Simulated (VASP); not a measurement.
Input of a VASP 6.6.1 run:

Contents of INCAR:

```
SYSTEM = W
ALGO     = Fast           ! electronic algorithm
EDIFF    = 1E-7           ! SCF threshold, eV
ENCUT    = 520            ! plane-wave cutoff, eV
GGA      = PS             ! functional
ISIF     = 2              ! what is computed and relaxed
ISMEAR   = -1             ! smearing method
LASPH    = .TRUE.         ! aspherical terms in the spheres
LCHARG   = .TRUE.         ! write CHGCAR
LELF     = .TRUE.         ! ELF
LREAL    = .FALSE.        ! projectors in reciprocal space
LVHAR    = .TRUE.       
LWAVE    = .FALSE.        ! write WAVECAR
NBANDS   = 13             ! bands
NELM     = 100            ! most SCF steps
PREC     = Accurate       ! precision mode
SIGMA    = 0.15           ! smearing width, eV
```

KPOINTS

```
k-points
0
G
  20 20 20
  0 0 0
```

Contents of POSCAR:

```
W
1.0
    0.0000000000      2.0132054313      2.0132054313
    2.0132054313      0.0000000000      2.0132054313
    2.0132054313      2.0132054313      0.0000000000
W
1
Direct
    0.0000000000      0.0000000000      0.0000000000
```

Potentials or basis: VASP PAW PBE potentials, release 64 (W_sv).

Run with:

```sh
$ cat potpaw_PBE.64/W_sv/POTCAR > POTCAR
$ mpirun -np 1 vasp_std > vasp.out
```

**Question.** Predict the band gap on the k mesh.

**Answer.** Zero (band 7 reaches 13.49 eV, above the bottom of band 8 at 9.83 eV).

**Question.** What does it give for the pressure?

**Answer.** -5.1 GPa.

Caveat: the PAW data sets were made with another functional, which shifts forces and pressure a little; spin-orbit coupling is left out, which moves the levels of the heavy elements.
